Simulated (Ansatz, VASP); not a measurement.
# Two plane-wave programs on Mg2Si

File INCAR:

```
SYSTEM = Mg2Si
PREC = Accurate ; ENCUT = 600
EDIFF = 1E-6 ; ISMEAR = -1
SIGMA = 0.02 ; LREAL = .False.
LASPH = .True. ; NELM = 120
ALGO = Normal ; ISIF = 2
LWAVE = .False. ; LCHARG = .True.
GGA = PE ; LELF = .True.
LVHAR = .True. ; NBANDS = 11
GGA_COMPAT = .False.
```

File KPOINTS:

```
regular mesh
0
Gamma
  8 8 8
  0 0 0
```

POSCAR

```
Mg2Si
1.0
    0.0000000000      3.1689631868      3.1689631868
    3.1689631868      0.0000000000      3.1689631868
    3.1689631868      3.1689631868      0.0000000000
Si Mg
1 2
Direct
    0.0000000000      0.0000000000      0.0000000000
    0.2500000000      0.2500000000      0.2500000000
    0.7500000000      0.7500000000      0.7500000000
```

Input for Ansatz:

```yaml
crystal:
  lattice:
    - [0.0, 3.1689631868, 3.1689631868]
    - [3.1689631868, 0.0, 3.1689631868]
    - [3.1689631868, 3.1689631868, 0.0]
  atoms:
    - { symbol: Si, position: [0.0, 0.0, 0.0] }
    - { symbol: Mg, position: [0.25, 0.25, 0.25] }
    - { symbol: Mg, position: [0.75, 0.75, 0.75] }
kpoints:
  mp_grid: { grid: [8, 8, 8] }
  band_path:
    path:
      - [0.0, 0.0, 0.0]
      - [0.5, 0.0, 0.5]
      - [0.625, 0.25, 0.625]
      - [0.375, 0.375, 0.75]
      - [0.5, 0.5, 0.5]
      - [0.5, 0.25, 0.75]
      - [0.0, 0.5, 0.5]
    npoints: 1
hamiltonian:
  xc: pbe
scf:
  occupations: { method: fermi_dirac, width: 0.02 }
  n_extra_bands: 4
output:
  forces: true
  stress: true
  eigenvalues: true
  write_density: true
  write_potential: true
  elf: true
  volumetric_format: npy
```

Alike in both runs: task single point; functional PBE; k mesh 8 × 8 × 8; occupations fermi-dirac, width 0.02 eV; no spin polarisation.

|  | VASP | Ansatz |
| --- | --- | --- |
| version | VASP 6.6.1 | Ansatz 0.2.0 |
| potentials or method | VASP PAW PBE potentials, release 64 (Si, Mg) | plane waves, PAW |
| plane-wave cutoff (eV) | 600 | 420 |
| valence electrons in the cell | 8 | 24 |

|  | VASP | Ansatz | Ansatz less VASP |
| --- | --- | --- | --- |
| pressure (GPa) | 0.6 | 0.7 | +0.12 |

VASP's potentials hold 8 valence electrons a cell and Ansatz's 24, so a difference there can come from the potentials and not from the codes.
